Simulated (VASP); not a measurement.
# Rh (P2_1/m) in VASP: single point with PBEsol

Aim: the single point of Rh with PBEsol.

Program: VASP 6.6.1. These are calculated values, not measurements. Logs are shortened: lines on timing, memory, paths and dates and some standing lists are left out, and cuts for length are marked.

### Step 1. The cell of the first run

Symmetry: P2_1/m, No. 11, monoclinic system. Conventional cell: a = 2.731 Å, b = 4.428 Å, c = 2.731 Å, α = 90.00°, β = 120.00°, γ = 90.00°. Rh (site symmetry m) has 12 Rh at 2.57 to 2.91 Å within 3.4 Å.

### Step 2. Single point, PBEsol (atom 1 (Rh) moved by (-0.150, +0.300) A along x and y)

Input file INCAR:

```
PREC = Accurate ; ENCUT = 520
EDIFF = 1E-7 ; ISMEAR = 0
SIGMA = 0.15 ; LREAL = F
LASPH = T ; NELM = 60
ALGO = Fast ; ISIF = 2
LWAVE = F ; LCHARG = T
GGA = PS ; LELF = T
LVHAR = T ; NBANDS = 22
```

Input file KPOINTS:

```
Automatic mesh
0
Gamma
  18 18 12
```

Input file POSCAR:

```
Rh
1.0
    2.7309790422      0.0000000000      0.0000000000
   -1.3654895211      2.3650972278      0.0000000000
    0.0000000000      0.0000000000      4.4284890000
Rh
2
Direct
    0.6751636490      0.4601780129      0.7500000000
    0.3333333333      0.6666666667      0.2500000000
```

Potentials or basis: VASP PAW PBE potentials, release 64 (Rh_pv).

Run with:

```sh
cat potpaw_PBE.64/Rh_pv/POTCAR > POTCAR
mpirun -np 1 vasp_std > vasp.out
```

OUTCAR:

```text
PREC = Accurate
   ENCUT = 520
   EDIFF = 1E-7
   ISMEAR = 0
   LREAL = F
   LASPH = T
   NELM = 60
   ISIF = 2
   GGA = PS

 ion  position               nearest neighbor table
   1  0.675  0.460  0.750-   2 2.57   2 2.57   2 2.73   2 2.73   2 2.91   2 2.91
   2  0.333  0.667  0.250-   1 2.57   1 2.57   1 2.73   1 2.73   1 2.91   1 2.91

  LATTYP: Found a hexagonal cell.
 ALAT       =     2.7309790422
 C/A-ratio  =     1.6215756077

  Lattice vectors:

 A1 = (   2.7309790422,   0.0000000000,   0.0000000000)
 A2 = (  -1.3654895211,   2.3650972278,   0.0000000000)
 A3 = (   0.0000000000,   0.0000000000,   4.4284890000)

Analysis of symmetry for initial positions (statically):
=====================================================================
 Subroutine PRICEL returns:
 Original cell was already a primitive cell.

 Routine SETGRP: Setting up the symmetry group for a
 hexagonal supercell.

 Subroutine GETGRP returns: Found  4 space group operations
 (whereof  1 operations were pure point group operations)
 out of a pool of 24 trial point group operations.

The static configuration has the point symmetry C_1 .
 The point group associated with its full space group is C_2h.

Analysis of symmetry for dynamics (positions and initial velocities):
=====================================================================
 Subroutine PRICEL returns:
 Original cell was already a primitive cell.

 Routine SETGRP: Setting up the symmetry group for a
 hexagonal supercell.

 Subroutine GETGRP returns: Found  4 space group operations
 (whereof  1 operations were pure point group operations)
 out of a pool of 24 trial point group operations.

The dynamic configuration has the point symmetry C_1 .
 The point group associated with its full space group is C_2h.

 Subroutine INISYM returns: Found  4 space group operations
 (whereof  1 operations are pure point group operations),
 and found     1 'primitive' translations

----------------------------------------------------------------------------------------

                                     Primitive cell

  volume of cell :      28.6037

  direct lattice vectors                    reciprocal lattice vectors
     2.730979042  0.000000000  0.000000000     0.366169049  0.211407799  0.000000000
    -1.365489521  2.365097228  0.000000000     0.000000000  0.422815599  0.000000000
     0.000000000  0.000000000  4.428489000     0.000000000  0.000000000  0.225810655

  length of vectors
     2.730979042  2.730979042  4.428489000     0.422815599  0.422815599  0.225810655

  position of ions in fractional coordinates (direct lattice)
     0.675163649  0.460178013  0.750000000
     0.333333333  0.666666667  0.250000000

  ion indices of the primitive-cell ions
   primitive index   ion index
                 1           1
                 2           2

----------------------------------------------------------------------------------------

 KPOINTS: Automatic mesh

Automatic generation of k-mesh.
 Grid dimensions read from file:
 generate k-points for:   18   18   12

 Generating k-lattice:

  Cartesian coordinates                     Fractional coordinates (reciprocal lattice)
     0.020342725  0.011744878  0.000000000     0.055555556  0.000000000  0.000000000
     0.000000000  0.023489755  0.000000000     0.000000000  0.055555556  0.000000000
     0.000000000  0.000000000  0.018817555     0.000000000  0.000000000  0.083333333

  Length of vectors
     0.023489755  0.023489755  0.018817555

  Shift w.r.t. Gamma in fractional coordinates (k-lattice)
     0.000000000  0.000000000  0.000000000

 Subroutine IBZKPT returns following result:
 ===========================================

 Found   1148 irreducible k-points:

 Following reciprocal coordinates:
            Coordinates               Weight
  0.000000  0.000000  0.000000      1.000000
  0.055556  0.000000  0.000000      2.000000
  0.000000  0.055556  0.000000      2.000000
 -0.055556  0.055556  0.000000      2.000000
  0.111111  0.000000  0.000000      2.000000
  0.000000  0.111111  0.000000      2.000000
[... 16 lines left out ...]
  0.444444 -0.000000  0.000000      2.000000
  0.000000  0.444444  0.000000      2.000000
 [... further k-points ...]
   k-points           NKPTS =   1148   k-points in BZ     NKDIM =   1148   number of bands    NBANDS=     22
   number of dos      NEDOS =    301   number of ions     NIONS =      2
   total plane-waves  NPLWV =  14400
   dimension x,y,z NGX =    20 NGY =   20 NGZ =   36
   dimension x,y,z NGXF=    40 NGYF=   40 NGZF=   72
   ions per type =               2
   NGX,Y,Z   is equivalent  to a cutoff of  12.17, 12.17, 13.51 a.u.
   NGXF,Y,Z  is equivalent  to a cutoff of  24.35, 24.35, 27.03 a.u.
 SYSTEM =  unknown system
   PREC   = accura    normal or accurate (medium, high low for compatibility)
   ISTART =      0    job   : 0-new  1-cont  2-samecut
   ICHARG =      2    charge: 1-file 2-atom 10-const
   ISPIN  =      1    spin polarized calculation?
   LNONCOLLINEAR =      F non collinear calculations
   LSORBIT =      F    spin-orbit coupling
   LASPH  =      T    aspherical Exc in radial PAW
   ENCUT  =  520.0 eV  38.22 Ry    6.18 a.u.   5.08  5.08  8.23*2*pi/ulx,y,z
   NELM   =     60;   NELMIN=  2; NELMDL= -5     # of ELM steps
   EDIFF  = 0.1E-06   stopping-criterion for ELM
   LREAL  =      F    real-space projection
   EDIFFG = 0.1E-05   stopping-criterion for IOM
   NSW    =      0    number of steps for IOM
   IBRION =     -1    ionic relax: 0-MD 1-quasi-New 2-CG
   NFREE  =      0    steps in history (QN), initial steepest desc. (CG)
   ISIF   =      2    stress and relaxation
   ISYM   =      2    0-nonsym 1-usesym 2-fastsym
   POTIM  = 0.5000    time-step for ionic-motion
   TEBEG  =    0.0;   TEEND  =   0.0 temperature during run
   PSTRESS=    0.0 pullay stress
   NELECT =      30.0000    total number of electrons
   NUPDOWN=      -1.0000    fix difference up-down
   EMIN   =  10.00;   EMAX   =-10.00  energy-range for DOS
   EFERMI =   0.00;   METHOD = LEGACY
   ISMEAR =     0;   SIGMA  =   0.15  broadening in eV -4-tet -1-fermi 0-gaus
   EFERMI_NEDOS =   21; number of points for ismear=-14 and -15
   IALGO  =     68    algorithm
   IMIX   =      4    mixing-type and parameters
     AMIX     =   0.40;   BMIX     =  1.00
     AMIX_MAG =   1.60;   BMIX_MAG =  1.00
  volume/ion in A,a.u.               =      14.30        96.51
  Fermi-wavevector in a.u.,A,eV,Ry     =   1.663314  3.143208 37.642066  2.766614
  Thomas-Fermi vector in A             =   2.750053
   LORBIT       =      0    0 simple, 1 ext, 2 COOP (PROOUT), +10 PAW based schemes
   GGA     = PS    functional components
   LHFCALC =     F    Hartree Fock is set to
   AEXX    =    0.0000 exact exchange contribution
   IVDW    =     0    specifies the selected vdW correction
   LEPSILON=     F    determine dielectric tensor
   LRPA    =     F    only Hartree local field effects (RPA)
 non-spin polarized calculation
 RMM-DIIS sequential band-by-band and
 Gauss-broadening in eV      SIGMA  =   0.15
  energy-cutoff  :      520.00
  volume of cell :       28.60
 maximum number of plane-waves:       785
   NGX = 11   NGY = 11   NGZ = 17

 number of electron      30.0000006 magnetization

 Free energy of the ion-electron system (eV)
  ---------------------------------------------------
  ext. energy  EPLUGINS =         0.00000000
  ---------------------------------------------------
  free energy    TOTEN  =       -15.96316633 eV

  energy without entropy =      -15.91972920  energy(sigma->0) =      -15.94144777

 E-fermi :  11.0799     XC(G=0): -13.9549

 val. band max:       11.0789810095   @ k =  -0.1667   0.1667   0.2500
 cond. band min:      11.0812332491   @ k =   0.1667   0.1111   0.3333
 fundamental gap:      0.0022522396
 Fermi energy:        11.0799293397

 k-point     1 :       0.0000    0.0000    0.0000
  band No.  band energies     occupation
      1     -35.9021      2.00000
      2     -35.3582      2.00000
      3     -35.2067      2.00000
      4     -35.1736      2.00000
      5     -35.1698      2.00000
      6     -35.1586      2.00000
[... 14 lines left out ...]
     21      28.8926      0.00000
     22      29.0892      0.00000

 k-point     2 :       0.0556    0.0000    0.0000
  band No.  band energies     occupation
      1     -35.8957      2.00000
      2     -35.3684      2.00000
      3     -35.2229      2.00000
      4     -35.1772      2.00000
      5     -35.1764      2.00000
      6     -35.1614      2.00000
[... 14 lines left out ...]
     21      28.9958      0.00000
     22      29.2238      0.00000

 k-point     3 :       0.0000    0.0556    0.0000
  band No.  band energies     occupation
      1     -35.8976      2.00000
      2     -35.3622      2.00000
      3     -35.2103      2.00000
      4     -35.1889      2.00000
      5     -35.1743      2.00000
      6     -35.1683      2.00000
[... 14 lines left out ...]
     21      28.8401      0.00000
     22      29.1673      0.00000

 k-point     4 :      -0.0556    0.0556    0.0000
  band No.  band energies     occupation
      1     -35.8950      2.00000
      2     -35.3701      2.00000
      3     -35.2199      2.00000
      4     -35.1775      2.00000
      5     -35.1771      2.00000
      6     -35.1623      2.00000
[... 14 lines left out ...]
     21      29.0413      0.00000
     22      29.2380      0.00000

 k-point     5 :       0.1111    0.0000    0.0000
  band No.  band energies     occupation
      1     -35.8769      2.00000
      2     -35.3990      2.00000
      3     -35.2682      2.00000
      4     -35.1986      2.00000
      5     -35.1845      2.00000
      6     -35.1692      2.00000
[... 417 lines left out ...]
 k-point    22 :      -0.3889    0.3889    0.0000
  band No.  band energies     occupation
      1     -35.7266      2.00000
      2     -35.6466      2.00000
      3     -35.6228      2.00000
      4     -35.3459      2.00000
      5     -35.3433      2.00000
      6     -35.2301      2.00000
[... 14 lines left out ...]
     21      25.1124      0.00000
     22      25.5965      0.00000

 k-point    23 :       0.4444   -0.0000    0.0000
  band No.  band energies     occupation
      1     -35.7591      2.00000
      2     -35.6813      2.00000
      3     -35.6396      2.00000
      4     -35.3528      2.00000
      5     -35.3172      2.00000
      6     -35.2525      2.00000
[... 14 lines left out ...]
     21      25.0876      0.00000
     22      25.4716      0.00000

 k-point    24 :       0.0000    0.4444    0.0000
  band No.  band energies     occupation
      1     -35.7460      2.00000
      2     -35.6923      2.00000
      3     -35.5665      2.00000
      4     -35.4783      2.00000
      5     -35.3040      2.00000
      6     -35.2070      2.00000
[... 14 lines left out ...]
     21      24.4160      0.00000
     22      26.5767      0.00000

 [... further k-points ...]

------------------------ aborting loop because EDIFF is reached ----------------------------------------

  FORCE on cell =-STRESS in cart. coord.  units (eV):
  Direction    XX          YY          ZZ          XY          YZ          ZX
  --------------------------------------------------------------------------------------
  -------------------------------------------------------------------------------------
  Total       -2.0168013     -2.4756512     -1.2286039     -0.3596611      0.0000000      0.0000000
  in kB     -112.9667845   -138.6682716    -68.8175996    -20.1456439      0.0000000      0.0000000
  external PRESSURE =    -106.8175519 kB  Pullay stress =       0.0000000 kB

 VOLUME and BASIS-vectors are now :
 -----------------------------------------------------------------------------
  energy-cutoff  :      520.00
  volume of cell :       28.60
      direct lattice vectors                 reciprocal lattice vectors
     2.730979042  0.000000000  0.000000000     0.366169049  0.211407799  0.000000000
    -1.365489521  2.365097228  0.000000000     0.000000000  0.422815599  0.000000000
     0.000000000  0.000000000  4.428489000     0.000000000  0.000000000  0.225810655

 POSITION                                       TOTAL-FORCE (eV/Angst)
 -----------------------------------------------------------------------------------
      1.21549      1.08837      3.32137         0.578893     -0.789601      0.000000
     -0.00000      1.57673      1.10712        -0.578893      0.789601      0.000000
 -----------------------------------------------------------------------------------
    total drift:                                0.000001      0.000001      0.000000

  FREE ENERGIE OF THE ION-ELECTRON SYSTEM (eV)
  ---------------------------------------------------
  free  energy   TOTEN  =       -15.9631663300 eV

  energy  without entropy=      -15.9197292026  energy(sigma->0) =      -15.94144777
```

It took 16 min on 1 thread of Oxide Virtual Turin-like, shared host; peak memory 0.56 GiB.

What came out:

```yaml
Free_energy: -15.9632 eV
Pressure: -10.7 GPa
Largest_force: 0.979 eV/Å
Band_gap_on_the_k_mesh: zero (bands 15 and 16 overlap by 2.39 eV)
```

Forces in eV/Å, atoms in the order of the input:
```
Rh   0.579 -0.790  0.000
Rh  -0.579  0.790  0.000
```

Levels at points of the mesh, in eV from the Fermi level:
| k point | band 11 | band 12 | band 13 | band 14 | band 15 | band 16 | band 17 | band 18 | band 19 | band 20 |
| --- | --- | --- | --- | --- | --- | --- | --- | --- | --- | --- |
| (0.00, 0.00, 0.00) | -2.53 | -2.35 | -2.34 | -1.98 | -0.79 | -0.64 | 0.74 | 0.78 | 8.30 | 15.75 |
| (0.50, 0.00, 0.00) | -2.51 | -2.38 | -2.07 | 0.04 | 0.52 | 0.73 | 2.99 | 4.90 | 10.10 | 10.61 |
| (0.00, 0.50, 0.00) | -2.15 | -1.46 | -1.18 | 0.57 | 0.68 | 0.70 | 2.10 | 5.78 | 8.81 | 8.87 |
| (0.50, 0.50, 0.00) | -2.74 | -2.72 | -2.15 | 0.37 | 0.39 | 0.86 | 3.74 | 4.15 | 11.36 | 12.15 |
| (0.00, 0.00, 0.50) | -2.92 | -2.92 | -2.66 | -2.66 | -0.63 | -0.63 | -0.23 | -0.23 | 14.70 | 14.70 |
| (0.50, 0.00, 0.50) | -1.30 | -1.30 | 0.07 | 0.07 | 0.66 | 0.66 | 2.59 | 2.59 | 9.02 | 9.02 |
| (0.00, 0.50, 0.50) | -1.73 | -1.73 | -0.87 | -0.87 | 0.67 | 0.67 | 3.64 | 3.64 | 8.03 | 8.03 |
| (0.50, 0.50, 0.50) | -1.32 | -1.32 | 0.56 | 0.56 | 0.74 | 0.74 | 1.83 | 1.83 | 9.57 | 9.57 |

Caveat: the cell differs from its parent crystal (atom 1 (Rh) moved by (-0.150, +0.300) A along x and y); the stress differs along the axes, from -14 to -7 GPa; the PAW data sets were made with another functional, which shifts forces and pressure a little.
